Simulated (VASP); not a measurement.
## Mg: single point with PBEsol

The system is Mg.

```
CELL_PARAMETERS angstrom
3.20927 0.00000 0.00000
-1.60464 2.77931 0.00000
0.00000 0.00000 5.21033
ATOMIC_POSITIONS crystal
Mg 0.23359 0.74762 0.25000
Mg 0.66667 0.33333 0.75000
```

This cell differs from its parent crystal: atom 1 (Mg) moved by (-0.450, +0.225) A along x and y.

```json
{"Program": "VASP 6.6.1", "Task": "single point", "Functional": "PBEsol", "Potentials or basis": "VASP PAW PBE potentials, release 64 (Mg)", "Cutoff": "520 eV", "k mesh": "18 × 18 × 10", "Occupations": "gaussian, width 0.15 eV", "Spin": "no spin polarisation", "Dipole correction": "no", "Further INCAR settings": "ALGO = Fast; EDIFF = 1e-07; NBANDS = 9"}
```

The pressure is -0.8 GPa and the largest force is 0.144 eV/Å. The band gap on the k mesh is zero (bands 2 and 3 overlap by 2.26 eV).

Forces in eV/Å, atoms in the order of the input:
```
Mg   0.139 -0.037  0.000
Mg  -0.139  0.037  0.000
```

Stress tensor (GPa, compression positive):
```
-1.76  1.09  0.00
 1.09 -0.60  0.00
 0.00  0.00 -0.12
```

Levels at points of the mesh, in eV from the Fermi level:
| k point | band 1 | band 2 | band 3 | band 4 | band 5 | band 6 | band 7 |
| --- | --- | --- | --- | --- | --- | --- | --- |
| (0.00, 0.00, 0.00) | -6.87 | -1.67 | -1.23 | 10.64 | 10.83 | 11.02 | 11.13 |
| (0.50, 0.00, 0.00) | -2.12 | -2.12 | 2.75 | 2.87 | 3.45 | 3.58 | 6.93 |
| (0.00, 0.50, 0.00) | -2.12 | -2.12 | 2.72 | 2.90 | 3.40 | 3.62 | 6.94 |
| (0.50, 0.50, 0.00) | -2.10 | -2.10 | 2.47 | 2.95 | 3.23 | 3.79 | 6.80 |
| (0.00, 0.00, 0.50) | -5.49 | -5.49 | 4.98 | 4.98 | 11.65 | 11.65 | 11.80 |
| (0.50, 0.00, 0.50) | -1.12 | -1.12 | -0.39 | -0.39 | 7.76 | 7.76 | 8.11 |
| (0.00, 0.50, 0.50) | -1.12 | -1.12 | -0.40 | -0.40 | 7.76 | 7.76 | 8.12 |
| (0.50, 0.50, 0.50) | -0.95 | -0.95 | -0.61 | -0.61 | 7.95 | 7.95 | 8.12 |

Wall time 3.1 min on 1 thread of Intel(R) Xeon(R) Platinum 8259CL CPU @ 2.50GHz (Skylake/Cascade Lake), on a shared host, peak memory 0.48 GiB.

Caveat: the cell differs from its parent crystal (atom 1 (Mg) moved by (-0.450, +0.225) A along x and y); the PAW data sets were made with another functional, which shifts forces and pressure a little.
